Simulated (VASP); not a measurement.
# Sb (Pm-3m) in VASP: further runs

Runs on Sb. Level: PBE. Tasks: single point, relaxation of cell and atoms.

Program: VASP 6.6.1. These are calculated values, not measurements. Logs are shortened: lines on timing, memory, paths and dates and some standing lists are left out, and cuts for length are marked.

## Step 1: The cell of the first run

It takes space group Pm-3m (No. 221, cubic). The conventional cell has a = 3.112 Å, b = 3.112 Å, c = 3.112 Å, α = 90.00°, β = 90.00°, γ = 90.00°. Within 4.1 Å of Sb (site symmetry m-3m) lie 6 Sb at 3.11 Å.

This isn't the form of Sb at room conditions, which is rhombohedral.

## Step 2: Single point, PBE

Contents of INCAR:

```
PREC = Accurate
ENCUT = 520
EDIFF = 1E-7
ISMEAR = 0
SIGMA = 0.1
LREAL = F
LASPH = T
NELM = 60
ALGO = Normal
ISIF = 2
LWAVE = F
LCHARG = F
GGA = PE
NBANDS = 8
```

Contents of KPOINTS:

```
regular mesh
0
Gamma
  12 12 12
```

Contents of POSCAR:

```
Sb
1.0
    3.1121113453      0.0000000000      0.0000000000
    0.0000000000      3.1121113453      0.0000000000
    0.0000000000      0.0000000000      3.1121113453
Sb
1
Direct
    0.0000000000      0.0000000000      0.0000000000
```

Potentials or basis: VASP PAW PBE potentials, release 64 (Sb).

Started as:

```
> cat potpaw_PBE.64/Sb/POTCAR > POTCAR
> mpirun -np 1 vasp_std > vasp.out
```

OUTCAR:

```text
PREC = Accurate
   ENCUT = 520
   EDIFF = 1E-7
   ISMEAR = 0
   LREAL = F
   LASPH = T
   NELM = 60
   ISIF = 2
   GGA = PE

 ion  position               nearest neighbor table
   1  0.000  0.000  0.000-

  LATTYP: Found a simple cubic cell.
 ALAT       =     3.1121113453

  Lattice vectors:

 A1 = (   3.1121113453,   0.0000000000,   0.0000000000)
 A2 = (   0.0000000000,   3.1121113453,   0.0000000000)
 A3 = (   0.0000000000,   0.0000000000,   3.1121113453)

Analysis of symmetry for initial positions (statically):
=====================================================================
 Subroutine PRICEL returns:
 Original cell was already a primitive cell.

 Routine SETGRP: Setting up the symmetry group for a
 simple cubic supercell.

 Subroutine GETGRP returns: Found 48 space group operations
 (whereof 48 operations were pure point group operations)
 out of a pool of 48 trial point group operations.

The static configuration has the point symmetry O_h .

Analysis of symmetry for dynamics (positions and initial velocities):
=====================================================================
 Subroutine PRICEL returns:
 Original cell was already a primitive cell.

 Routine SETGRP: Setting up the symmetry group for a
 simple cubic supercell.

 Subroutine GETGRP returns: Found 48 space group operations
 (whereof 48 operations were pure point group operations)
 out of a pool of 48 trial point group operations.

The dynamic configuration has the point symmetry O_h .

 Subroutine INISYM returns: Found 48 space group operations
 (whereof 48 operations are pure point group operations),
 and found     1 'primitive' translations

----------------------------------------------------------------------------------------

                                     Primitive cell

  volume of cell :      30.1415

  direct lattice vectors                    reciprocal lattice vectors
     3.112111345  0.000000000  0.000000000     0.321325264  0.000000000  0.000000000
     0.000000000  3.112111345  0.000000000     0.000000000  0.321325264  0.000000000
     0.000000000  0.000000000  3.112111345     0.000000000  0.000000000  0.321325264

  length of vectors
     3.112111345  3.112111345  3.112111345     0.321325264  0.321325264  0.321325264

  position of ions in fractional coordinates (direct lattice)
     0.000000000  0.000000000  0.000000000

  ion indices of the primitive-cell ions
[... 75 lines left out ...]
   LREAL  =      F    real-space projection
   EDIFFG = 0.1E-05   stopping-criterion for IOM
   NSW    =      0    number of steps for IOM
   IBRION =     -1    ionic relax: 0-MD 1-quasi-New 2-CG
   NFREE  =      0    steps in history (QN), initial steepest desc. (CG)
   ISIF   =      2    stress and relaxation
   ISYM   =      2    0-nonsym 1-usesym 2-fastsym
   POTIM  = 0.5000    time-step for ionic-motion
   TEBEG  =    0.0;   TEEND  =   0.0 temperature during run
   PSTRESS=    0.0 pullay stress
   NELECT =       5.0000    total number of electrons
   NUPDOWN=      -1.0000    fix difference up-down
   EMIN   =  10.00;   EMAX   =-10.00  energy-range for DOS
   EFERMI =   0.00;   METHOD = LEGACY
   ISMEAR =     0;   SIGMA  =   0.10  broadening in eV -4-tet -1-fermi 0-gaus
   EFERMI_NEDOS =   21; number of points for ismear=-14 and -15
   IALGO  =     38    algorithm
   IMIX   =      4    mixing-type and parameters
     AMIX     =   0.40;   BMIX     =  1.00
     AMIX_MAG =   1.60;   BMIX_MAG =  1.00
  volume/ion in A,a.u.               =      30.14       203.41
  Fermi-wavevector in a.u.,A,eV,Ry     =   0.899518  1.699842 11.008910  0.809132
  Thomas-Fermi vector in A             =   2.022361
   LORBIT       =      0    0 simple, 1 ext, 2 COOP (PROOUT), +10 PAW based schemes
   GGA     = PE    functional components
   LHFCALC =     F    Hartree Fock is set to
   AEXX    =    0.0000 exact exchange contribution
   IVDW    =     0    specifies the selected vdW correction
   LEPSILON=     F    determine dielectric tensor
   LRPA    =     F    only Hartree local field effects (RPA)
 non-spin polarized calculation
 Gauss-broadening in eV      SIGMA  =   0.10
  energy-cutoff  :      520.00
  volume of cell :       30.14
 maximum number of plane-waves:       840
 NGX is ok and might be reduce to    24
   NGX = 11   NGY = 11   NGZ = 11

 number of electron       4.9999999 magnetization

 Free energy of the ion-electron system (eV)
  ---------------------------------------------------
  ext. energy  EPLUGINS =         0.00000000
  ---------------------------------------------------
  free energy    TOTEN  =        -4.07986985 eV

  energy without entropy =       -4.07603999  energy(sigma->0) =       -4.07795492

 E-fermi :   7.0931     XC(G=0):  -9.5810

 val. band max:        7.0682934711   @ k =   0.4167   0.2500   0.0833
 cond. band min:       7.1234571645   @ k =   0.1667   0.0833   0.0000
 fundamental gap:      0.0551636934
 Fermi energy:         7.0930516100

 k-point     1 :       0.0000    0.0000    0.0000
  band No.  band energies     occupation
      1      -5.3028      2.00000
      2      10.2450      0.00000
      3      10.2450      0.00000
      4      10.2450      0.00000
      5      13.9135      0.00000
      6      13.9135      0.00000
      7      15.2023      0.00000
      8      24.5813      0.00000
[... 243 lines left out ...]
 k-point    24 :       0.4167    0.3333    0.0000
  band No.  band energies     occupation
      1      -1.7048      2.00000
      2       3.3605      2.00000
      3       5.2261      2.00000
      4      11.1228      0.00000
      5      13.3795      0.00000
      6      17.7734      0.00000
      7      19.8753      0.00000
      8      20.1206      0.00000

 [... further k-points ...]

------------------------ aborting loop because EDIFF is reached ----------------------------------------

  FORCE on cell =-STRESS in cart. coord.  units (eV):
  Direction    XX          YY          ZZ          XY          YZ          ZX
  --------------------------------------------------------------------------------------
  -------------------------------------------------------------------------------------
  Total       -0.0162696     -0.0162696     -0.0162696      0.0000000      0.0000000     -0.0000000
  in kB       -0.8648113     -0.8648113     -0.8648113      0.0000000      0.0000000     -0.0000000
  external PRESSURE =      -0.8648113 kB  Pullay stress =       0.0000000 kB

 VOLUME and BASIS-vectors are now :
 -----------------------------------------------------------------------------
  energy-cutoff  :      520.00
  volume of cell :       30.14
      direct lattice vectors                 reciprocal lattice vectors
     3.112111345  0.000000000  0.000000000     0.321325264  0.000000000  0.000000000
     0.000000000  3.112111345  0.000000000     0.000000000  0.321325264  0.000000000
     0.000000000  0.000000000  3.112111345     0.000000000  0.000000000  0.321325264

 POSITION                                       TOTAL-FORCE (eV/Angst)
 -----------------------------------------------------------------------------------
      0.00000      0.00000      0.00000         0.000000      0.000000      0.000000
 -----------------------------------------------------------------------------------
    total drift:                                0.000000     -0.000000      0.000000

  FREE ENERGIE OF THE ION-ELECTRON SYSTEM (eV)
  ---------------------------------------------------
  free  energy   TOTEN  =        -4.0798698452 eV

  energy  without entropy=       -4.0760399896  energy(sigma->0) =       -4.07795492
```

OSZICAR:

```text
N       E                     dE             d eps       ncg     rms          rms(c)
DAV:   1     0.549137759345E+01    0.54914E+01   -0.16525E+03  1352   0.409E+02
DAV:   2    -0.396201956172E+01   -0.94534E+01   -0.91966E+01  1896   0.534E+01
DAV:   3    -0.407489377881E+01   -0.11287E+00   -0.11280E+00  1568   0.671E+00
DAV:   4    -0.407538996585E+01   -0.49619E-03   -0.49618E-03  2032   0.537E-01
DAV:   5    -0.407539160267E+01   -0.16368E-05   -0.16365E-05  1672   0.206E-02    0.189E+00
DAV:   6    -0.407801563641E+01   -0.26240E-02   -0.77549E-04  1824   0.191E-01    0.113E+00
DAV:   7    -0.407981493284E+01   -0.17993E-02   -0.19246E-03  1488   0.293E-01    0.767E-02
DAV:   8    -0.407986614653E+01   -0.51214E-04   -0.69306E-05  1792   0.574E-02    0.573E-03
DAV:   9    -0.407986923724E+01   -0.30907E-05   -0.25325E-06  1736   0.101E-02    0.195E-03
DAV:  10    -0.407986993918E+01   -0.70194E-06   -0.75413E-07  1600   0.482E-03    0.840E-04
DAV:  11    -0.407986984518E+01    0.94000E-07   -0.76810E-09  1392   0.580E-04
   1 F= -.40798698E+01 E0= -.40779549E+01  d E =-.382986E-02
```

stdout:

```text
POSCAR found type information on POSCAR Sb
 POSCAR found :  1 types and       1 ions
 scaLAPACK will be used
 LDA part: xc-table for (Slater+PW92), standard interpolation
 POSCAR, INCAR and KPOINTS ok, starting setup
 FFT: planning ... GRIDC
 FFT: planning ... GRID_SOFT
 FFT: planning ... GRID
 WAVECAR not read
 entering main loop
```

Wall time 5.9 s (1 thread of AMD EPYC 9R45 (Zen 5), shared host); peak memory 0.12 GiB.

Results:

| Property | Result |
| --- | --- |
| Free energy | -4.0799 eV |
| Pressure | -0.1 GPa |
| Band gap on the k mesh | zero (an odd number of electrons rules out a gap without spin polarisation) |

Caveat: spin-orbit coupling is left out, which moves the levels of the heavy elements; an odd number of electrons without spin polarisation forces a metal; a magnetic or distorted state may lie lower.

## Step 3: Relaxation of cell and atoms, PBE

This run uses another cell than the first one, of 31.55 Å³/atom.

Contents of INCAR:

```
SYSTEM = Sb
  ALGO = Normal
  EDIFF = 1E-6
  EDIFFG = -0.02
  ENCUT = 600
  GGA = PE
  IBRION = 2
  ISIF = 3
  ISMEAR = 0
  LASPH = .True.
  LCHARG = .False.
  LREAL = .False.
  LWAVE = .False.
  NELM = 80
  NSW = 90
  PREC = Accurate
  SIGMA = 0.1
```

Contents of KPOINTS:

```
k-points
0
Gamma
  12 12 12
  0 0 0
```

Contents of POSCAR:

```
Sb
1.0
    3.1600000000      0.0000000000      0.0000000000
    0.0000000000      3.1600000000      0.0000000000
    0.0000000000      0.0000000000      3.1600000000
Sb
1
Direct
    0.0000000000      0.0000000000      0.0000000000
```

Potentials or basis: VASP PAW PBE potentials, release 64 (Sb).

Started as:

```
> cat potpaw_PBE.64/Sb/POTCAR > POTCAR
> mpirun -np 1 vasp_std > vasp.out
```

Wall time 13 s (1 thread of AMD EPYC 9R45 (Zen 5), shared host); peak memory 0.15 GiB.

It converged, with:

```yaml
Free_energy: -4.0799 eV
Relaxed_volume: 30.09 Å³/atom
Relaxed_cell: a = 3.110 Å, b = 3.110 Å, c = 3.110 Å, α = 90.00°, β = 90.00°, γ = 90.00°
Space_group_after_relaxing_to_0.1_Å: Pm-3m (No. 221)
Energy_gained_by_relaxing: 10.9 meV/atom
Ionic_steps: 3
Pressure_after_relaxing: 0.0 GPa
Band_gap_on_the_k_mesh: zero (an odd number of electrons rules out a gap without spin polarisation)
```

The path:
```csv
step,energy change (eV),largest force (eV/Å),pressure (GPa),volume (Å³)
1,0.0000,0.0000,-2.29,31.55
2,-0.0092,0.0000,1.03,29.54
3,-0.0109,0.0000,0.01,30.09
```

Final structure:
```yaml
crystal:
  lattice:
    - [3.11027, 0.00000, 0.00000]
    - [0.00000, 3.11027, 0.00000]
    - [0.00000, 0.00000, 3.11027]
  atoms:
    - { symbol: Sb, position: [0.00000, 0.00000, 0.00000] }
```

Levels at points of the mesh, in eV from the Fermi level:
```csv
k point,band 1,band 2,band 3,band 4,band 5,band 6
"(0.00, 0.00, 0.00)",-12.41,3.16,3.16,3.16,6.82,6.82
"(0.50, 0.00, 0.00)",-10.02,-5.61,5.13,5.13,8.88,10.49
"(0.50, 0.50, 0.00)",-7.49,-3.59,-3.59,2.13,7.14,12.68
"(0.50, 0.50, 0.50)",-4.67,-1.69,-1.69,-1.69,4.76,4.76
```

Caveat: spin-orbit coupling is left out, which moves the levels of the heavy elements; an odd number of electrons without spin polarisation forces a metal; a magnetic or distorted state may lie lower.

The gap in the log of VASP goes by the Fermi energy; the results here count the filled bands.